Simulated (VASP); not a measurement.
# C (Fd-3m) in VASP: further runs, part 2 of 2

VASP 6.6.1. The steps go on from the part before.

## 3. Single point, LDA

Input file INCAR:

```
PREC = Accurate
ENCUT = 520
EDIFF = 1E-7
ISMEAR = 1
SIGMA = 0.05
LREAL = False
LASPH = True
NELM = 100
ALGO = Normal
ISIF = 2
LWAVE = False
LCHARG = True
GGA = CA
LELF = True
LVHAR = True
NBANDS = 36
```

Input file KPOINTS:

```
Automatic mesh
0
Gamma
  10 10 2
```

Input file POSCAR:

```
C
1.0
    1.7834000000     -1.7834000000      0.0000000000
    1.7834000000      0.0000000000     -1.7834000000
    7.1336000000      7.1336000000      7.1336000000
C
12
Direct
    0.6666666667      0.6666666667      0.4166666667
    0.0000000000      0.0000000000      0.2500000000
    0.3333333333      0.3333333333      0.5833333333
    0.6666666667      0.6666666667      0.9166666667
    1.0000000000      1.0000000000      0.7500000000
    0.3333333333      0.3333333333      0.0833333333
    0.6666666667      0.6666666667      0.5416666667
    1.0000000000      1.0000000000      0.3750000000
    0.3333333333      0.3333333333      0.7083333333
    0.6666666667      0.6666666667      0.0416666667
    0.0000000000      0.0000000000      0.8750000000
    0.3333333333      0.3333333333      0.2083333333
```

Potentials or basis: VASP PAW LDA potentials, release 64 (C).

Started as:

```console
$ cat potpaw_LDA.64/C/POTCAR > POTCAR
$ mpirun -np 1 vasp_std > vasp.out
```

OUTCAR:

```text
PREC = Accurate
   ENCUT = 520
   EDIFF = 1E-7
   ISMEAR = 1
   LREAL = False
   LASPH = True
   NELM = 100
   ISIF = 2
   GGA = CA

 ion  position               nearest neighbor table
   1  0.667  0.667  0.417-   8 1.54   7 1.54   8 1.54   8 1.54
   2  0.000  0.000  0.250-  12 1.54   8 1.54  12 1.54  12 1.54
   3  0.333  0.333  0.583-   7 1.54   7 1.54   7 1.54   9 1.54
   4  0.667  0.667  0.917-  11 1.54  10 1.54  11 1.54  11 1.54
   5  0.000  0.000  0.750-   9 1.54  11 1.54   9 1.54   9 1.54
   6  0.333  0.333  0.083-  10 1.54  10 1.54  10 1.54  12 1.54
   7  0.667  0.667  0.542-   3 1.54   3 1.54   1 1.54   3 1.54
   8  0.000  0.000  0.375-   1 1.54   2 1.54   1 1.54   1 1.54
   9  0.333  0.333  0.708-   5 1.54   3 1.54   5 1.54   5 1.54
  10  0.667  0.667  0.042-   6 1.54   6 1.54   4 1.54   6 1.54
  11  0.000  0.000  0.875-   4 1.54   5 1.54   4 1.54   4 1.54
  12  0.333  0.333  0.208-   2 1.54   6 1.54   2 1.54   2 1.54

  LATTYP: Found a hexagonal cell.
 ALAT       =     2.5221084671
 C/A-ratio  =     4.8989794856

  Lattice vectors:

 A1 = (  -1.7834000000,   0.0000000000,   1.7834000000)
 A2 = (   1.7834000000,  -1.7834000000,   0.0000000000)
 A3 = (   7.1336000000,   7.1336000000,   7.1336000000)

Analysis of symmetry for initial positions (statically):
=====================================================================
 Subroutine PRICEL returns following result:

  LATTYP: Found a face centered cubic cell.
 ALAT       =     3.5668000005

  Lattice vectors:

 A1 = (  -1.7834000004,  -1.7834000002,  -0.0000000002)
 A2 = (  -0.0000000011,  -1.7834000005,   1.7833999995)
 A3 = (  -1.7834000000,   0.0000000000,   1.7834000000)

   6 primitive cells build up your supercell.

 Routine SETGRP: Setting up the symmetry group for a
 hexagonal supercell.

 Subroutine GETGRP returns: Found 12 space group operations
 (whereof  6 operations were pure point group operations)
 out of a pool of 24 trial point group operations.

The static configuration has the point symmetry C_3v.
 The point group associated with its full space group is D_3d.

Analysis of symmetry for dynamics (positions and initial velocities):
=====================================================================
 Subroutine PRICEL returns following result:

  LATTYP: Found a face centered cubic cell.
 ALAT       =     3.5668000005

  Lattice vectors:

 A1 = (  -1.7834000004,  -1.7834000002,  -0.0000000002)
 A2 = (  -0.0000000011,  -1.7834000005,   1.7833999995)
 A3 = (  -1.7834000000,   0.0000000000,   1.7834000000)

   6 primitive cells build up your supercell.

 Routine SETGRP: Setting up the symmetry group for a
 hexagonal supercell.

 Subroutine GETGRP returns: Found 12 space group operations
 (whereof  6 operations were pure point group operations)
 out of a pool of 24 trial point group operations.

The dynamic configuration has the point symmetry C_3v.
 The point group associated with its full space group is D_3d.

[... 58 lines left out ...]
  0.300000  0.000000  0.000000      6.000000
  0.400000  0.000000  0.000000      6.000000
  0.500000  0.000000  0.000000      3.000000
[... 16 lines left out ...]
  0.400000  0.100000  0.500000     12.000000
  0.500000  0.100000  0.500000     12.000000
 [... further k-points ...]
   k-points           NKPTS =     28   k-points in BZ     NKDIM =     28   number of bands    NBANDS=     36
   number of dos      NEDOS =    301   number of ions     NIONS =     12
   total plane-waves  NPLWV =  38400
   dimension x,y,z NGX =    20 NGY =   20 NGZ =   96
   dimension x,y,z NGXF=    40 NGYF=   40 NGZF=  192
   ions per type =              12
   NGX,Y,Z   is equivalent  to a cutoff of  13.18, 13.18, 12.92 a.u.
   NGXF,Y,Z  is equivalent  to a cutoff of  26.37, 26.37, 25.83 a.u.
 SYSTEM =  unknown system
   PREC   = accura    normal or accurate (medium, high low for compatibility)
   ISTART =      0    job   : 0-new  1-cont  2-samecut
   ICHARG =      2    charge: 1-file 2-atom 10-const
   ISPIN  =      1    spin polarized calculation?
   LNONCOLLINEAR =      F non collinear calculations
   LSORBIT =      F    spin-orbit coupling
   LASPH  =      T    aspherical Exc in radial PAW
   ENCUT  =  520.0 eV  38.22 Ry    6.18 a.u.   4.69  4.69 22.97*2*pi/ulx,y,z
   NELM   =    100;   NELMIN=  2; NELMDL= -5     # of ELM steps
   EDIFF  = 0.1E-06   stopping-criterion for ELM
   LREAL  =      F    real-space projection
   EDIFFG = 0.1E-05   stopping-criterion for IOM
   NSW    =      0    number of steps for IOM
   IBRION =     -1    ionic relax: 0-MD 1-quasi-New 2-CG
   NFREE  =      0    steps in history (QN), initial steepest desc. (CG)
   ISIF   =      2    stress and relaxation
   ISYM   =      2    0-nonsym 1-usesym 2-fastsym
   POTIM  = 0.5000    time-step for ionic-motion
   TEBEG  =    0.0;   TEEND  =   0.0 temperature during run
   PSTRESS=    0.0 pullay stress
   NELECT =      48.0000    total number of electrons
   NUPDOWN=      -1.0000    fix difference up-down
   EMIN   =  10.00;   EMAX   =-10.00  energy-range for DOS
   EFERMI =   0.00;   METHOD = LEGACY
   ISMEAR =     1;   SIGMA  =   0.05  broadening in eV -4-tet -1-fermi 0-gaus
   EFERMI_NEDOS =   21; number of points for ismear=-14 and -15
   IALGO  =     38    algorithm
   IMIX   =      4    mixing-type and parameters
     AMIX     =   0.40;   BMIX     =  1.00
     AMIX_MAG =   1.60;   BMIX_MAG =  1.00
  volume/ion in A,a.u.               =       5.67        38.28
  Fermi-wavevector in a.u.,A,eV,Ry     =   1.457178  2.753668 28.890189  2.123369
  Thomas-Fermi vector in A             =   2.574010
   LORBIT       =      0    0 simple, 1 ext, 2 COOP (PROOUT), +10 PAW based schemes
   GGA     = CA    functional components
   LHFCALC =     F    Hartree Fock is set to
   AEXX    =    0.0000 exact exchange contribution
   IVDW    =     0    specifies the selected vdW correction
   LEPSILON=     F    determine dielectric tensor
   LRPA    =     F    only Hartree local field effects (RPA)
 non-spin polarized calculation
 Methfessel and Paxton  Order N= 1 SIGMA  =   0.05
  energy-cutoff  :      520.00
  volume of cell :       68.07
 maximum number of plane-waves:      1860
   NGX =  9   NGY =  9   NGZ = 45

 number of electron      47.9999994 magnetization

 Free energy of the ion-electron system (eV)
  ---------------------------------------------------
  ext. energy  EPLUGINS =         0.00000000
  ---------------------------------------------------
  free energy    TOTEN  =      -121.41106288 eV

  energy without entropy =     -121.41110637  energy(sigma->0) =     -121.41107738

 E-fermi :   9.7652     XC(G=0): -13.4994

 val. band max:        9.7231117361   @ k =   0.0000   0.0000   0.0000
 cond. band min:      13.8629032024   @ k =   0.4000   0.0000   0.5000
 fundamental gap:      4.1397914663
 Fermi energy:         9.7652008461

 k-point     1 :       0.0000    0.0000    0.0000
  band No.  band energies     occupation
      1     -11.5950      2.00000
      2     -10.8285      2.00000
      3     -10.8284      2.00000
      4      -8.5765      2.00000
      5      -8.5765      2.00000
      6      -5.7537      2.00000
[... 925 lines left out ...]
     35      19.7309      0.00000
     36      20.1818      0.00000

 [... further k-points ...]

------------------------ aborting loop because EDIFF is reached ----------------------------------------

  FORCE on cell =-STRESS in cart. coord.  units (eV):
  Direction    XX          YY          ZZ          XY          YZ          ZX
  --------------------------------------------------------------------------------------
  -------------------------------------------------------------------------------------
  Total       -4.9519400     -4.9519400     -4.9519400     -0.0017783     -0.0017783     -0.0017783
  in kB     -116.5623850   -116.5623850   -116.5623850     -0.0418585     -0.0418585     -0.0418585
  external PRESSURE =    -116.5623850 kB  Pullay stress =       0.0000000 kB

 VOLUME and BASIS-vectors are now :
 -----------------------------------------------------------------------------
  energy-cutoff  :      520.00
  volume of cell :       68.07
      direct lattice vectors                 reciprocal lattice vectors
     1.783400000 -1.783400000  0.000000000     0.186908901 -0.373817801  0.186908901
     1.783400000  0.000000000 -1.783400000     0.186908901  0.186908901 -0.373817801
     7.133600000  7.133600000  7.133600000     0.046727225  0.046727225  0.046727225

 POSITION                                       TOTAL-FORCE (eV/Angst)
 -----------------------------------------------------------------------------------
      5.35020      1.78340      1.78340         0.000024      0.000024      0.000024
      1.78340      1.78340      1.78340         0.000024      0.000024      0.000024
      5.35020      3.56680      3.56680         0.000024      0.000024      0.000024
      8.91700      5.35020      5.35020         0.000024      0.000024      0.000024
      5.35020      5.35020      5.35020         0.000024      0.000024      0.000024
      1.78340     -0.00000     -0.00000         0.000024      0.000024      0.000024
      6.24190      2.67510      2.67510        -0.000024     -0.000024     -0.000024
      2.67510      2.67510      2.67510        -0.000024     -0.000024     -0.000024
      6.24190      4.45850      4.45850        -0.000024     -0.000024     -0.000024
      2.67510     -0.89170     -0.89170        -0.000024     -0.000024     -0.000024
      6.24190      6.24190      6.24190        -0.000024     -0.000024     -0.000024
      2.67510      0.89170      0.89170        -0.000024     -0.000024     -0.000024
 -----------------------------------------------------------------------------------
    total drift:                               -0.000000     -0.000000     -0.000000

  FREE ENERGIE OF THE ION-ELECTRON SYSTEM (eV)
  ---------------------------------------------------
  free  energy   TOTEN  =      -121.4110628845 eV

  energy  without entropy=     -121.4111063688  energy(sigma->0) =     -121.41107738
```

Run time: 27 s. Hardware: 1 thread of Intel Xeon 6975P-C (Granite Rapids), shared host; peak memory 0.17 GiB.

What came out:

```
Free energy            : -121.4111 eV
Pressure               : -11.7 GPa
Band gap on the k mesh : 4.14 eV
```

Levels at points of the mesh, in eV from the valence-band top:
```csv
k point,band 22,band 23,band 24,band 25,band 26,band 27
"(0.00, 0.00, 0.00)",0.00,0.00,0.00,5.54,5.54,5.54
"(0.50, 0.00, 0.00)",-3.96,-2.79,-2.79,4.71,4.71,5.21
"(0.00, 0.00, 0.50)",-0.32,-0.32,-0.32,5.96,5.96,5.96
"(0.50, 0.00, 0.50)",-3.42,-3.14,-3.14,4.72,4.72,5.84
```

A k mesh can miss the band edges.

## 4. Single point, LDA

This run uses another cell than the first one: it holds 8 atoms, not 12.

Input file INCAR:

```
PREC = Accurate
ENCUT = 520
EDIFF = 1E-6
ISMEAR = 0
SIGMA = 0.05
LREAL = False
LASPH = True
NELM = 60
ALGO = Normal
ISIF = 2
LWAVE = False
LCHARG = False
GGA = CA
NBANDS = 26
```

Input file KPOINTS:

```
Automatic mesh
0
Gamma
  6 6 6
```

Input file POSCAR:

```
C
1.0
    3.5668000000      0.0000000000      0.0000000000
    0.0000000000     -3.5668000000      0.0000000000
    0.0000000000      0.0000000000     -3.5668000000
C
8
Direct
    0.5000000000      0.0000000000      0.0000000000
    0.0000000000      0.5000000000      0.0000000000
    0.0000000000      0.0000000000      0.5000000000
    0.5000000000      0.5000000000      0.5000000000
    0.7500000000      0.7500000000      0.7500000000
    0.2500000000      0.2500000000      0.7500000000
    0.2500000000      0.7500000000      0.2500000000
    0.7500000000      0.2500000000      0.2500000000
```

Started as:

```console
$ cat potpaw_LDA.64/C/POTCAR > POTCAR
$ mpirun -np 1 vasp_std > vasp.out
```

Run time: 9.3 s. Hardware: 1 thread of Intel Xeon 6975P-C (Granite Rapids), shared host; peak memory 0.13 GiB.

The run converged. Its results:

| Property | Result |
| --- | --- |
| Free energy | -80.9407 eV |
| Pressure | -11.7 GPa |
| Band gap on the k mesh | 4.12 eV |

Levels at points of the mesh, in eV from the valence-band top:
```csv
k point,band 14,band 15,band 16,band 17,band 18,band 19
"(0.00, 0.00, 0.00)",0.00,0.00,0.00,4.71,4.71,4.71
"(0.50, 0.00, 0.00)",-4.12,-4.12,-4.12,4.41,4.41,10.18
"(0.50, 0.50, 0.00)",-3.00,-3.00,-3.00,7.88,7.88,7.88
"(0.50, 0.50, 0.50)",-2.79,-2.79,-2.79,8.38,8.38,8.38
```

A k mesh can miss the band edges. LDA gaps usually lie below the measured ones, often by a third to a half.

## 5. Single point, LDA

This run uses another cell than the first one: it holds 2 atoms, not 12.

Input file INCAR:

```
  PREC = Accurate
  ENCUT = 520
  EDIFF = 1E-6
  ISMEAR = 0
  SIGMA = 0.05
  LREAL = F
  LASPH = T
  NELM = 80
  ALGO = Normal
  ISIF = 2
  LWAVE = F
  LCHARG = T
  LELF = T
  LVHAR = T
  NBANDS = 11
```

Input file KPOINTS:

```
regular mesh
0
Gamma
  12 12 12
```

Input file POSCAR:

```
C
1.0
    0.0000000000      1.7834000000      1.7834000000
    1.7834000000      0.0000000000      1.7834000000
    1.7834000000      1.7834000000      0.0000000000
C
2
Direct
    0.5000000000      0.5000000000      0.5000000000
    0.7500000000      0.7500000000      0.7500000000
```

Started as:

```console
$ cat potpaw_LDA.64/C/POTCAR > POTCAR
$ mpirun -np 1 vasp_std > vasp.out
```

Run time: 4.7 s. Hardware: 1 thread of Intel Xeon 6975P-C, shared host; peak memory 0.12 GiB.

It converged, with:

| Quantity | Value |
| --- | --- |
| Free energy | -20.2352 eV |
| Pressure | -11.7 GPa |
| Band gap on the k mesh | 4.12 eV, indirect (least direct gap 5.54 eV) |

Levels at points of the mesh, in eV from the valence-band top:
| k point | band 1 | band 2 | band 3 | band 4 | band 5 | band 6 | band 7 | band 8 | band 9 |
| --- | --- | --- | --- | --- | --- | --- | --- | --- | --- |
| (0.00, 0.00, 0.00) | -21.32 | 0.00 | 0.00 | 0.00 | 5.54 | 5.54 | 5.54 | 13.56 | 19.00 |
| (0.50, 0.00, 0.00) | -15.48 | -13.36 | -2.79 | -2.79 | 8.38 | 8.38 | 9.01 | 15.41 | 21.52 |
| (0.50, 0.50, 0.00) | -12.61 | -12.61 | -6.29 | -6.29 | 4.70 | 4.70 | 16.63 | 16.63 | 22.93 |

## 6. Single point, LDA

This run uses another cell than the first one: it holds 2 atoms, not 12.

Input file INCAR:

```
ALGO = Normal
EDIFF = 1E-7
ENCUT = 520
GGA = CA
ISIF = 2
ISMEAR = 0
LASPH = T
LCHARG = F
LREAL = F
LWAVE = F
NBANDS = 11
NELM = 100
PREC = Accurate
SIGMA = 0.05
```

Input file KPOINTS:

```
k-points
0
Gamma
  12 12 12
```

POSCAR is that of step 5.

Potentials or basis: VASP PAW LDA potentials, release 64 (C).

Started as:

```console
$ cat potpaw_LDA.64/C/POTCAR > POTCAR
$ mpirun -np 1 vasp_std > vasp.out
```

It took 5.5 s on 1 thread of Intel Xeon 6975P-C, shared host; peak memory 0.11 GiB.

It converged, with:

* Free energy: -20.2352 eV
* Pressure: -11.7 GPa
* Band gap on the k mesh: 4.12 eV, indirect (least direct gap 5.54 eV)

Levels at points of the mesh, in eV from the valence-band top:
| k point | band 2 | band 3 | band 4 | band 5 | band 6 | band 7 |
| --- | --- | --- | --- | --- | --- | --- |
| (0.00, 0.00, 0.00) | 0.00 | 0.00 | 0.00 | 5.54 | 5.54 | 5.54 |
| (0.50, 0.00, 0.00) | -13.36 | -2.79 | -2.79 | 8.38 | 8.38 | 9.01 |
| (0.50, 0.50, 0.00) | -12.61 | -6.29 | -6.29 | 4.70 | 4.70 | 16.63 |

A k mesh can miss the band edges.

## 7. The runs side by side

| cell | k mesh | smearing | gap on the mesh (eV) | pressure (GPa) |
| --- | --- | --- | --- | --- |
| a = 2.522, b = 2.522, c = 12.356 Å, angles 90.0, 90.0, 60.0°, 12 atoms | 10 × 10 × 2 | gaussian 0.05 eV | 4.14 | -11.7 |
| a = 2.522, b = 2.522, c = 12.356 Å, angles 90.0, 90.0, 60.0°, 12 atoms | 10 × 10 × 2 | methfessel-paxton 0.05 eV | 4.14 | -11.7 |
| a = 3.567 Å, 8 atoms | 6 × 6 × 6 | gaussian 0.05 eV | 4.12 | -11.7 |
| a = 2.522 Å, angles 60.0°, 2 atoms | 12 × 12 × 12 | gaussian 0.05 eV | 4.12 | -11.7 |

Alike in all rows: task single point; level LDA; potentials or basis VASP PAW LDA potentials, release 64 (C); no spin polarisation; cutoff (eV) 520.

Absolute energies hang on the potentials; compare differences alone.
